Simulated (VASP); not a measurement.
Input of a VASP 6.6.1 run:

File POSCAR:

```
Mn
1.0
    2.7899378179      0.0000000000      0.0000000000
   -1.3949689089      2.4161570253      0.0000000000
    0.0000000000      0.0000000000      4.2207024481
Mn
2
Direct
    0.3333333333      0.6666666667      0.2500000000
    0.6666666667      0.3333333333      0.7500000000
```

The input INCAR.step1:

```
SYSTEM = Mn
PREC = Accurate
ENCUT = 520
ISMEAR = -1
SIGMA = 0.05
LREAL = .False.
LASPH = .True.
NELM = 150
ISPIN = 2
MAGMOM = 3.709 -3.709
LMAXMIX = 4
NBANDS = 24
GGA = PE
ALGO = Normal
EDIFF = 1E-4
LWAVE = .True.
LCHARG = .False.
```

Contents of INCAR.step2:

```
SYSTEM = Mn
PREC = Accurate
ENCUT = 520
EDIFF = 1E-6
ISMEAR = -1
SIGMA = 0.05
LREAL = .False.
LASPH = .True.
NELM = 150
ALGO = Normal
ISIF = 2
LWAVE = .False.
LCHARG = .False.
ISPIN = 2
MAGMOM = 3.709 -3.709
LORBIT = 11
LMAXMIX = 4
METAGGA = R2SCAN
LMIXTAU = .True.
NBANDS = 24
ISTART = 1
```

Contents of KPOINTS:

```
Automatic mesh
0
Gamma
  14 14 8
  0 0 0
```

Potentials or basis: VASP PAW PBE potentials, release 64 (Mn_pv).

The run is started by

```sh
$ cat potpaw_PBE.64/Mn_pv/POTCAR > POTCAR
$ cp INCAR.step1 INCAR
$ mpirun -np 1 vasp_std > vasp.out
$ cp INCAR.step2 INCAR
$ mpirun -np 1 vasp_std > vasp.out
```

(1) Predict the net moment.

(2) Estimate the band gap on the k mesh.

Results:

(1) 0.00 μB per cell.

(2) zero (filled and empty bands overlap).
